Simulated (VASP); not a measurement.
The system is SiC5.

```xyz
6
Lattice="4.5911 0.0000 0.0000 -2.2956 3.9760 0.0000 0.0000 0.0000 4.3423" Properties=species:S:1:pos:R:3 pbc="T T T"
Si    0.0000    0.0000    2.1712
C    -1.5304    2.6507    0.0000
C     3.0607    0.0000    0.0000
C     0.7652    1.3253    0.0000
C     0.0000    2.6507    2.1712
C     2.2956    1.3253    2.1712
```

| Property | Result |
| --- | --- |
| Program | VASP 6.6.1 |
| Task | relaxation of cell and atoms |
| Functional | PBE |
| Potentials or basis | VASP PAW PBE potentials, release 64 (Si, C) |
| Cutoff | 600 eV |
| k mesh | 6 × 6 × 4 |
| Occupations | gaussian, width 0.1 eV |
| Spin | no spin polarisation |

At the start: pressure -28.6 GPa; volume 13.21 Å³/atom.

**Question.** How do energy, volume and symmetry change on relaxing?

**Answer.** Over 33 steps the energy falls by 1339.1 meV/atom and the volume is 11.06 Å³/atom (-16.3 %); space group P-62m (No. 189, to 0.1 Å) before and after.

Step by step:
| step | energy change (eV) | largest force (eV/Å) | pressure (GPa) | volume (Å³) |
| --- | --- | --- | --- | --- |
| 1 | 0.0000 | 0.0861 | -28.65 | 79.27 |
| 2 | -4.1175 | 0.2085 | -21.34 | 55.14 |
| 3 | -4.8891 | 0.1229 | -4.81 | 46.72 |
| 4 | -4.9096 | 0.0900 | 1.89 | 44.82 |
| 5 | -4.9119 | 0.0980 | -0.30 | 45.39 |
| 6 | -5.0673 | 0.3170 | 3.53 | 44.62 |
| 7 | -5.1115 | 0.4549 | 8.17 | 43.99 |
| 8 | -5.2596 | 0.7259 | -0.99 | 46.43 |
| 9 | -5.4187 | 1.6131 | -13.54 | 51.77 |
| 10 | -5.4548 | 1.7998 | -13.86 | 52.14 |
| 11 | -5.5727 | 2.4044 | -14.42 | 53.21 |
| 12 | -5.9463 | 3.4890 | -14.82 | 55.32 |
| 13 | -7.1863 | 4.2022 | -10.37 | 59.38 |
| 14 | -5.2049 | 19.7011 | 34.77 | 66.87 |
| 15 | -7.6144 | 3.4753 | -7.48 | 60.74 |
| 16 | -7.9231 | 2.5940 | 6.53 | 63.88 |
| 17 | -8.0030 | 0.6409 | -0.22 | 62.64 |
| 18 | -8.0151 | 0.0982 | 1.41 | 62.97 |
| 19 | -8.0115 | 0.6075 | 2.50 | 63.17 |
| 20 | -8.0192 | 0.2118 | 0.16 | 63.58 |
| 21 | -8.0197 | 0.0526 | 0.61 | 63.50 |
| 22 | -8.0205 | 0.0457 | 0.55 | 63.61 |
| 23 | -8.0228 | 0.0216 | 0.33 | 63.95 |
| 24 | -8.0261 | 0.0268 | -0.09 | 64.62 |
| 25 | -8.0277 | 0.1262 | -0.89 | 65.98 |
| 26 | -8.0287 | 0.1167 | -0.87 | 66.08 |
| 27 | -8.0310 | 0.0887 | -0.82 | 66.37 |
| 28 | -8.0332 | 0.0354 | -0.68 | 66.95 |
| 29 | -8.0333 | 0.0268 | -0.66 | 67.04 |
| 30 | -8.0339 | 0.0599 | -0.34 | 66.82 |
| 31 | -8.0343 | 0.1080 | 0.13 | 66.50 |
| 32 | -8.0345 | 0.0412 | -0.01 | 66.34 |
| 33 | -8.0345 | 0.0012 | 0.04 | 66.38 |

Final structure:
```
Si C
1.0
     3.58258    0.00000    0.00000
    -1.79129    3.10260    0.00000
     0.00000    0.00000    5.97191
Si C
1 5
Direct
  0.00000 0.00000 0.50000
  0.00000 0.77283 0.00000
  0.77283 0.00000 0.00000
  0.22717 0.22717 0.00000
  0.33333 0.66667 0.50000
  0.66667 0.33333 0.50000
```

Caveat: the k points lie up to 0.34 Å⁻¹ apart in the final cell, too coarse for converged energies and pressures of a metal; the volume moved by over 15 % at a fixed basis, so the end points are rough.
